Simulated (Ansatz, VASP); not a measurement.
NbRu3 in VASP and in Ansatz

Contents of INCAR:

```
SYSTEM = NbRu3
ALGO     = Normal         ! electronic algorithm
EDIFF    = 1E-8           ! SCF threshold, eV
ENCUT    = 520            ! plane-wave cutoff, eV
GGA      = CA             ! functional
ISIF     = 2              ! what is computed and relaxed
ISMEAR   = -1             ! smearing method
LASPH    = .True.         ! aspherical terms in the spheres
LCHARG   = .False.        ! write CHGCAR
LEFG     = .True.       
LREAL    = .False.        ! projectors in reciprocal space
LWAVE    = .False.        ! write WAVECAR
NBANDS   = 36             ! bands
NELM     = 100            ! most SCF steps
PREC     = Accurate       ! precision mode
SIGMA    = 0.05           ! smearing width, eV
```

KPOINTS

```
k-points
0
Gamma
  9 9 9
  0 0 0
```

The input POSCAR:

```
NbRu3
1.0
    3.8800000000      0.0000000000      0.0000000000
    0.0000000000      3.8800000000      0.0000000000
    0.0000000000      0.0000000000      3.8412000000
Nb Ru
1 3
Direct
    0.0000000000      0.0000000000      0.0000000000
    0.0000000000      0.5000000000      0.5000000000
    0.5000000000      0.0000000000      0.5000000000
    0.5000000000      0.5000000000      0.0000000000
```

Input for Ansatz:

```yaml
crystal:
  lattice:
    - [3.88, 0.0, 0.0]
    - [0.0, 3.88, 0.0]
    - [0.0, 0.0, 3.8412]
  atoms:
    - { symbol: Nb, position: [0.0, 0.0, 0.0] }
    - { symbol: Ru, position: [0.0, 0.5, 0.5] }
    - { symbol: Ru, position: [0.5, 0.0, 0.5] }
    - { symbol: Ru, position: [0.5, 0.5, 0.0] }
kpoints:
  mp_grid: { grid: [9, 9, 9] }
scf:
  occupations: { method: fermi_dirac, width: 0.05 }
hamiltonian:
  xc: lda
  pseudopotentials: { kind: all_electron, datasets: crystal }
output:
  forces: true
  stress: true
  eigenvalues: true
  efg: { contact_densities: true }
```

Change from the starting cell: zz strain of -1 %, crystal datasets.

Alike in both runs: task electric field gradients; functional LDA; k mesh 9 × 9 × 9; occupations fermi-dirac, width 0.05 eV; no spin polarisation.

```csv
,VASP,Ansatz
version,VASP 6.6.1,Ansatz 0.2.0
potentials or method,"VASP PAW LDA potentials, release 64 (Nb_sv, Ru_pv), cutoff 520 eV","all-electron PAW with datasets made for the crystal, scalar-relativistic"
```

Ansatz gave:

- pressure (GPa): -8.7
- traceless stress, the component that is largest in VASP (GPa): 1.04
- size of Vzz on the site where it differs most (V/Å²): 0.9

Task: What did VASP give for the same quantities?

Result: Pressure (GPa): -8.3; traceless stress, the component that is largest in VASP (GPa): 1.04; size of Vzz on the site where it differs most (V/Å²): 9.9.

LDA's correlation is that of Perdew and Zunger in VASP and of Perdew and Wang (1992) in Ansatz. Ansatz ran all-electron here, and VASP with PAW potentials.
